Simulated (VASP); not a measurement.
Rh: single point with r2SCAN

The system is Rh.

```
Rh
1.0
     0.00000    1.86117    1.86117
     1.86117    0.00000    1.86117
     1.86117    1.86117    0.00000
Rh
1
Direct
  0.00000 0.00000 0.00000
```

This cell differs from its parent crystal: volume scaled by 0.94.

| Property | Result |
| --- | --- |
| Program | VASP 6.6.1 |
| Task | single point |
| Functional | r2SCAN |
| Potentials or basis | VASP PAW PBE potentials, release 64 (Rh_pv) |
| Cutoff | 520 eV |
| k mesh | 18 × 18 × 18 |
| Occupations | gaussian, width 0.1 eV |
| Spin | no spin polarisation |

```
Pressure : 22.1 GPa
```

Levels at points of the mesh, in eV from the Fermi level:
```csv
k point,band 5,band 6,band 7,band 8,band 9,band 10
"(0.00, 0.00, 0.00)",-3.52,-3.52,-3.52,-1.19,-1.19,16.64
"(0.50, 0.00, 0.00)",-3.65,-3.65,0.65,0.65,0.83,9.80
"(0.50, 0.50, 0.00)",-6.82,0.57,1.16,1.16,3.58,13.74
```

It took 69 s on 1 thread of AMD EPYC 9R45 96-Core Processor (Zen 5), on a shared host, peak memory 0.12 GiB.

Caveat: the PAW data sets were made with another functional, which shifts forces and pressure a little.
